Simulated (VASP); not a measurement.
# Si (Fd-3m) in VASP: a series of runs, part 2 of 2

VASP 6.6.1.

### 3 Single point, r2SCAN

This run uses another cell than the first one: it holds 8 atoms, not 2.

The input, POSCAR:

```
Si
1.0
    5.4442106826      0.0000000000      0.0000000000
    0.0000000000     -5.4442106826      0.0000000000
    0.0000000000      0.0000000000     -5.4442106826
Si
8
Direct
    0.5000000000      1.0000000000      1.0000000000
    0.0000000000      0.5000000000      1.0000000000
    0.0000000000      1.0000000000      0.5000000000
    0.5000000000      0.5000000000      0.5000000000
    0.7500000000      0.7500000000      0.7500000000
    0.2500000000      0.2500000000      0.7500000000
    0.2500000000      0.7500000000      0.2500000000
    0.7500000000      0.2500000000      0.2500000000
```

The input, INCAR.step1:

```
  PREC = Accurate
  ENCUT = 520
  ISMEAR = 0
  SIGMA = 0.05
  LREAL = False
  LASPH = True
  NELM = 80
  NBANDS = 26
  GGA = PE
  ALGO = Normal
  EDIFF = 1E-4
  LWAVE = True
  LCHARG = False
```

The input, INCAR.step2:

```
  PREC = Accurate
  ENCUT = 520
  EDIFF = 1E-6
  ISMEAR = 0
  SIGMA = 0.05
  LREAL = False
  LASPH = True
  NELM = 80
  ALGO = Normal
  ISIF = 2
  LWAVE = False
  LCHARG = False
  METAGGA = R2SCAN
  LMIXTAU = True
  NBANDS = 26
  ISTART = 1
```

The input, KPOINTS:

```
regular mesh
0
Gamma
  6 6 6
```

Potentials or basis: VASP PAW PBE potentials, release 64 (Si).

Run with:

```console
cat potpaw_PBE.64/Si/POTCAR > POTCAR
cp INCAR.step1 INCAR
mpirun -np 1 vasp_std > vasp.out
cp INCAR.step2 INCAR
mpirun -np 1 vasp_std > vasp.out
```

OUTCAR:

```text
PREC = Accurate
   ENCUT = 520
   EDIFF = 1E-6
   ISMEAR = 0
   LREAL = False
   LASPH = True
   NELM = 80
   ISIF = 2
   METAGGA = R2SCAN
   ISTART = 1

 ion  position               nearest neighbor table
   1  0.500  0.000  0.000-   5 2.36   6 2.36   7 2.36   8 2.36
   2  0.000  0.500  0.000-   5 2.36   6 2.36   7 2.36   8 2.36
   3  0.000  0.000  0.500-   5 2.36   6 2.36   7 2.36   8 2.36
   4  0.500  0.500  0.500-   5 2.36   6 2.36   7 2.36   8 2.36
   5  0.750  0.750  0.750-   1 2.36   2 2.36   3 2.36   4 2.36
   6  0.250  0.250  0.750-   1 2.36   2 2.36   3 2.36   4 2.36
   7  0.250  0.750  0.250-   1 2.36   2 2.36   3 2.36   4 2.36
   8  0.750  0.250  0.250-   1 2.36   2 2.36   3 2.36   4 2.36

  LATTYP: Found a simple cubic cell.
 ALAT       =     5.4442106826

  Lattice vectors:

 A1 = (   5.4442106826,   0.0000000000,   0.0000000000)
 A2 = (   0.0000000000,  -5.4442106826,   0.0000000000)
 A3 = (   0.0000000000,   0.0000000000,  -5.4442106826)

Analysis of symmetry for initial positions (statically):
=====================================================================
 Subroutine PRICEL returns following result:

  LATTYP: Found a face centered cubic cell.
 ALAT       =     5.4442106826

  Lattice vectors:

 A1 = (   2.7221053413,   2.7221053413,   0.0000000000)
 A2 = (   2.7221053413,   0.0000000000,  -2.7221053413)
 A3 = (   0.0000000000,   2.7221053413,  -2.7221053413)

   4 primitive cells build up your supercell.

 Routine SETGRP: Setting up the symmetry group for a
 simple cubic supercell.

 Subroutine GETGRP returns: Found 48 space group operations
 (whereof 24 operations were pure point group operations)
 out of a pool of 48 trial point group operations.

The static configuration has the point symmetry T_d .
 The point group associated with its full space group is O_h .

Analysis of symmetry for dynamics (positions and initial velocities):
=====================================================================
 Subroutine PRICEL returns following result:

  LATTYP: Found a face centered cubic cell.
 ALAT       =     5.4442106826

  Lattice vectors:

 A1 = (   2.7221053413,   2.7221053413,   0.0000000000)
 A2 = (   2.7221053413,   0.0000000000,  -2.7221053413)
 A3 = (   0.0000000000,   2.7221053413,  -2.7221053413)

   4 primitive cells build up your supercell.

 Routine SETGRP: Setting up the symmetry group for a
 simple cubic supercell.

 Subroutine GETGRP returns: Found 48 space group operations
 (whereof 24 operations were pure point group operations)
 out of a pool of 48 trial point group operations.

The dynamic configuration has the point symmetry T_d .
 The point group associated with its full space group is O_h .

 Subroutine INISYM returns: Found 48 space group operations
 (whereof 24 operations are pure point group operations),
 and found     4 'primitive' translations

----------------------------------------------------------------------------------------
[... 44 lines left out ...]
 ===========================================

 Found     20 irreducible k-points:

 Following reciprocal coordinates:
            Coordinates               Weight
  0.000000  0.000000  0.000000      1.000000
  0.166667  0.000000  0.000000      6.000000
  0.333333  0.000000  0.000000      6.000000
  0.500000  0.000000  0.000000      3.000000
  0.166667  0.166667  0.000000     12.000000
  0.333333  0.166667  0.000000     24.000000
[... 12 lines left out ...]
  0.500000  0.500000  0.333333      6.000000
  0.500000  0.500000  0.500000      1.000000
   k-points           NKPTS =     20   k-points in BZ     NKDIM =     20   number of bands    NBANDS=     26
   number of dos      NEDOS =    301   number of ions     NIONS =      8
   total plane-waves  NPLWV =  64000
   dimension x,y,z NGX =    40 NGY =   40 NGZ =   40
   dimension x,y,z NGXF=    80 NGYF=   80 NGZF=   80
   ions per type =               8
   NGX,Y,Z   is equivalent  to a cutoff of  12.21, 12.21, 12.21 a.u.
   NGXF,Y,Z  is equivalent  to a cutoff of  24.43, 24.43, 24.43 a.u.
 SYSTEM =  unknown system
   PREC   = accura    normal or accurate (medium, high low for compatibility)
   ISTART =      1    job   : 0-new  1-cont  2-samecut
   ICHARG =      0    charge: 1-file 2-atom 10-const
   ISPIN  =      1    spin polarized calculation?
   LNONCOLLINEAR =      F non collinear calculations
   LSORBIT =      F    spin-orbit coupling
   LASPH  =      T    aspherical Exc in radial PAW
   ENCUT  =  520.0 eV  38.22 Ry    6.18 a.u.  10.12 10.12 10.12*2*pi/ulx,y,z
   NELM   =     80;   NELMIN=  2; NELMDL=  0     # of ELM steps
   EDIFF  = 0.1E-05   stopping-criterion for ELM
   LREAL  =      F    real-space projection
   EDIFFG = 0.1E-04   stopping-criterion for IOM
   NSW    =      0    number of steps for IOM
   IBRION =     -1    ionic relax: 0-MD 1-quasi-New 2-CG
   NFREE  =      0    steps in history (QN), initial steepest desc. (CG)
   ISIF   =      2    stress and relaxation
   ISYM   =      2    0-nonsym 1-usesym 2-fastsym
   POTIM  = 0.5000    time-step for ionic-motion
   TEBEG  =    0.0;   TEEND  =   0.0 temperature during run
   PSTRESS=    0.0 pullay stress
   NELECT =      32.0000    total number of electrons
   NUPDOWN=      -1.0000    fix difference up-down
   EMIN   =  10.00;   EMAX   =-10.00  energy-range for DOS
   EFERMI =   0.00;   METHOD = LEGACY
   ISMEAR =     0;   SIGMA  =   0.05  broadening in eV -4-tet -1-fermi 0-gaus
   EFERMI_NEDOS =   21; number of points for ismear=-14 and -15
   IALGO  =     38    algorithm
   IMIX   =      4    mixing-type and parameters
     AMIX     =   0.40;   BMIX     =  1.00
     AMIX_MAG =   1.60;   BMIX_MAG =  1.00
  volume/ion in A,a.u.               =      20.17       136.12
  Fermi-wavevector in a.u.,A,eV,Ry     =   0.954677  1.804078 12.400467  0.911409
  Thomas-Fermi vector in A             =   2.083446
   LORBIT       =      0    0 simple, 1 ext, 2 COOP (PROOUT), +10 PAW based schemes
   METAGGA = R2SCAN    functional components
   LHFCALC =     F    Hartree Fock is set to
   AEXX    =    0.0000 exact exchange contribution
   IVDW    =     0    specifies the selected vdW correction
   LEPSILON=     F    determine dielectric tensor
   LRPA    =     F    only Hartree local field effects (RPA)
 non-spin polarized calculation
 Gauss-broadening in eV      SIGMA  =   0.05
  energy-cutoff  :      520.00
  volume of cell :      161.36
 maximum number of plane-waves:      4385
   NGX = 21   NGY = 21   NGZ = 21

 number of electron      32.0000002 magnetization

 Free energy of the ion-electron system (eV)
  ---------------------------------------------------
  ext. energy  EPLUGINS =         0.00000000
  ---------------------------------------------------
  free energy    TOTEN  =       -70.20099500 eV

  energy without entropy =      -70.20099500  energy(sigma->0) =      -70.20099500

 E-fermi :   5.9311     XC(G=0):  -9.8257

 val. band max:        5.6620063660   @ k =   0.0000   0.0000   0.0000
 cond. band min:       6.4474456233   @ k =   0.1667   0.0000   0.0000
 fundamental gap:      0.7854392573
 Fermi energy:         5.9310619945

 k-point     1 :       0.0000    0.0000    0.0000
  band No.  band energies     occupation
      1      -6.8114      2.00000
      2      -2.4711      2.00000
      3      -2.4711      2.00000
      4      -2.4711      2.00000
      5      -2.4711      2.00000
      6      -2.4711      2.00000
[... 569 lines left out ...]
     25       9.2533      0.00000
     26       9.2533      0.00000

------------------------ aborting loop because EDIFF is reached ----------------------------------------

  FORCE on cell =-STRESS in cart. coord.  units (eV):
  Direction    XX          YY          ZZ          XY          YZ          ZX
  --------------------------------------------------------------------------------------
  -------------------------------------------------------------------------------------
  Total       -0.2396959     -0.2396959     -0.2396959      0.0000000     -0.0000000      0.0000000
  in kB       -2.3799421     -2.3799421     -2.3799421      0.0000000     -0.0000000      0.0000000
  external PRESSURE =      -2.3799421 kB  Pullay stress =       0.0000000 kB

 VOLUME and BASIS-vectors are now :
 -----------------------------------------------------------------------------
  energy-cutoff  :      520.00
  volume of cell :      161.36
      direct lattice vectors                 reciprocal lattice vectors
     5.444210683  0.000000000  0.000000000     0.183681356  0.000000000  0.000000000
     0.000000000 -5.444210683  0.000000000     0.000000000 -0.183681356  0.000000000
     0.000000000  0.000000000 -5.444210683     0.000000000  0.000000000 -0.183681356

 POSITION                                       TOTAL-FORCE (eV/Angst)
 -----------------------------------------------------------------------------------
      2.72211      0.00000      0.00000        -0.000000      0.000000      0.000000
      0.00000     -2.72211      0.00000        -0.000000      0.000000      0.000000
      0.00000      0.00000     -2.72211         0.000000      0.000000     -0.000000
      2.72211     -2.72211     -2.72211        -0.000000     -0.000000      0.000000
      4.08316     -4.08316     -4.08316         0.000000     -0.000000     -0.000000
      1.36105     -1.36105     -4.08316         0.000000     -0.000000     -0.000000
      1.36105     -4.08316     -1.36105        -0.000000      0.000000     -0.000000
      4.08316     -1.36105     -1.36105        -0.000000     -0.000000      0.000000
 -----------------------------------------------------------------------------------
    total drift:                                0.000000     -0.000000     -0.000000

  FREE ENERGIE OF THE ION-ELECTRON SYSTEM (eV)
  ---------------------------------------------------
  free  energy   TOTEN  =       -70.2009950007 eV

  energy  without entropy=      -70.2009950007  energy(sigma->0) =      -70.20099500
```

It took 3.9 min on 1 thread of AMD EPYC 7R43 (Zen 3), shared host; peak memory 0.24 GiB.

What came out:

| Item | Value |
| --- | --- |
| Free energy | -70.2010 eV |
| Pressure | -0.2 GPa |
| Band gap on the k mesh | 0.79 eV |

Levels at points of the mesh, in eV from the valence-band top:
| k point | band 14 | band 15 | band 16 | band 17 | band 18 | band 19 |
| --- | --- | --- | --- | --- | --- | --- |
| (0.00, 0.00, 0.00) | 0.00 | 0.00 | 0.00 | 0.94 | 0.94 | 0.94 |
| (0.50, 0.00, 0.00) | -1.98 | -1.98 | -1.98 | 1.34 | 1.34 | 3.46 |
| (0.50, 0.50, 0.00) | -1.40 | -1.40 | -1.40 | 2.73 | 2.73 | 2.73 |
| (0.50, 0.50, 0.50) | -1.27 | -1.27 | -1.27 | 1.86 | 1.86 | 1.86 |

Caveat: the PAW data sets were made with another functional, which shifts forces and pressure a little.
